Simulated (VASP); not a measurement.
Runs of VASP 6.6.1 on Pd. The structure is that of space group P6_3/mmc (No. 194), or close to it. The cells are those of the table. 

```csv
task,spin,cell,k mesh,cutoff (eV),smearing,gap on the mesh (eV),pressure (GPa),moment (μB)
single point,off,"a = 2.770, b = 2.770, c = 4.629 Å, angles 90.0, 90.0, 120.0°, 2 atoms",15 × 15 × 8,520,fermi-dirac 0.1 eV,none,(a),-
single point,off,"a = 2.663, b = 2.663, c = 4.450 Å, angles 90.0, 90.0, 120.0°, 2 atoms",15 × 15 × 8,520,fermi-dirac 0.1 eV,none,10.5,-
single point,off,"a = 2.803, b = 2.803, c = 4.685 Å, angles 90.0, 90.0, 120.0°, 2 atoms",15 × 15 × 8,520,fermi-dirac 0.1 eV,none,-18.3,-
single point,off,"a = 2.587, b = 2.587, c = 4.323 Å, angles 90.0, 90.0, 120.0°, 2 atoms",15 × 15 × 8,520,fermi-dirac 0.1 eV,none,(c),-
single point,"collinear, antiferromagnetic start","a = 2.794, b = 2.794, c = 4.709 Å, angles 90.0, 90.0, 120.0°, 2 atoms",15 × 15 × 8,520,fermi-dirac 0.05 eV,none,-18.4,0.00
single point,off,"a = 2.699, b = 2.699, c = 4.511 Å, angles 90.0, 90.0, 120.0°, 2 atoms",15 × 15 × 8,520,fermi-dirac 0.1 eV,none,0.3,-
relaxation of cell and atoms,off,"relaxed from a = 2.751, b = 2.751, c = 4.492 Å, angles 90.0, 90.0, 120.0°, 2 atoms",13 × 13 × 7,600,fermi-dirac 0.1 eV,none,0.0,-
single point,"non-collinear, typed start, SOC","a = 2.690, b = 2.690, c = 4.534 Å, angles 90.0, 90.0, 120.0°, 2 atoms",13 × 13 × 7,520,fermi-dirac 0.05 eV,-,0.4,0.00
single point,off,"a = 2.699, b = 2.699, c = 4.511 Å, angles 90.0, 90.0, 120.0°, 2 atoms",22 × 22 × 12,520,fermi-dirac 0.1 eV,none,0.3,-
single point,off,"a = 2.625, b = 2.625, c = 4.388 Å, angles 90.0, 90.0, 120.0°, 2 atoms",15 × 15 × 8,520,fermi-dirac 0.1 eV,none,23.6,-
single point,off,"a = 2.735, b = 2.735, c = 4.571 Å, angles 90.0, 90.0, 120.0°, 2 atoms",15 × 15 × 8,520,fermi-dirac 0.1 eV,none,(b),-
single point,off,"a = 2.699, b = 2.699, c = 4.511 Å, angles 90.0, 90.0, 120.0°, 2 atoms",13 × 13 × 7,520,fermi-dirac 0.1 eV,none,0.3,-
```

Alike in all rows: level LDA; potentials or basis VASP PAW LDA potentials, release 64 (Pd).

**Question.** Fill in the values left out.

**Answer.** (a) -13.7; (b) -7.6; (c) 40.5.

A k mesh can miss the band edges, and rows without SOC leave out spin-orbit coupling on Pd.

A gap of «none» marks levels without a gap at the run's occupations.
